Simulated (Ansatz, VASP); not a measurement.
## Si: VASP beside Ansatz

INCAR

```
PREC = Accurate ; ENCUT = 500
EDIFF = 1E-7 ; ISMEAR = 0
SIGMA = 0.02 ; LREAL = F
LASPH = T ; NELM = 120
ALGO = Normal ; ISIF = 3
LWAVE = F ; LCHARG = F
GGA = CA ; IBRION = 2
NSW = 100 ; EDIFFG = -0.005
GGA_COMPAT = F ; NELMIN = 4
```

The input KPOINTS:

```
regular mesh
0
Gamma
  10 10 10
```

Contents of POSCAR:

```
Si
1.0
    0.0000000000      2.7154700000      2.7154700000
    2.7154700000      0.0000000000      2.7154700000
    2.7154700000      2.7154700000      0.0000000000
Si
2
Direct
    0.5000000000      0.5000000000      0.5000000000
    0.7500000000      0.7500000000      0.7500000000
```

Input for Ansatz:

```yaml
crystal:
  lattice:
    - [0.0, 2.71547, 2.71547]
    - [2.71547, 0.0, 2.71547]
    - [2.71547, 2.71547, 0.0]
  atoms:
    - { symbol: Si, position: [0.5, 0.5, 0.5] }
    - { symbol: Si, position: [0.75, 0.75, 0.75] }
basis:
  ecutwfc: 420
kpoints:
  mp_grid: { grid: [10, 10, 10] }
hamiltonian:
  xc: lda
  pseudopotentials: { kind: paw, azcp: { folder: soft_1 } }
scf:
  occupations: { method: gaussian, width: 0.02 }
output:
  forces: true
  stress: true
  eigenvalues: true
  write_density: true
  write_potential: true
  elf: true
  volumetric_format: npy
relax:
  adjacent_minimum: "off"
  f_tol: 0.005
  max_steps: 80
  cell: { stress_tol: 0.05 }
```

Alike in both runs: task relaxation of cell and atoms; functional LDA; k mesh 10 × 10 × 10; occupations gaussian, width 0.02 eV; no spin polarisation.

```csv
,VASP,Ansatz
version,VASP 6.6.1,Ansatz 0.2.0
potentials or method,"VASP PAW LDA potentials, release 64 (Si), cutoff 500 eV","scalar-relativistic, plane waves, PAW"
valence electrons in the cell,8,8
```

```tsv
	VASP	Ansatz	Ansatz less VASP
gap on the k mesh at the Fermi level, each at its own relaxed structure (eV)	0.45	0.45	+0.002
relaxed volume (Å³/atom)	19.71	19.70	-0.013
relaxed cell length with the largest relative difference (Å)	3.820	3.820	-0.0009
```

Ansatz warns that its potentials were made for another functional, while VASP's fit it. LDA's correlation is that of Perdew and Zunger in VASP and of Perdew and Wang (1992) in Ansatz.
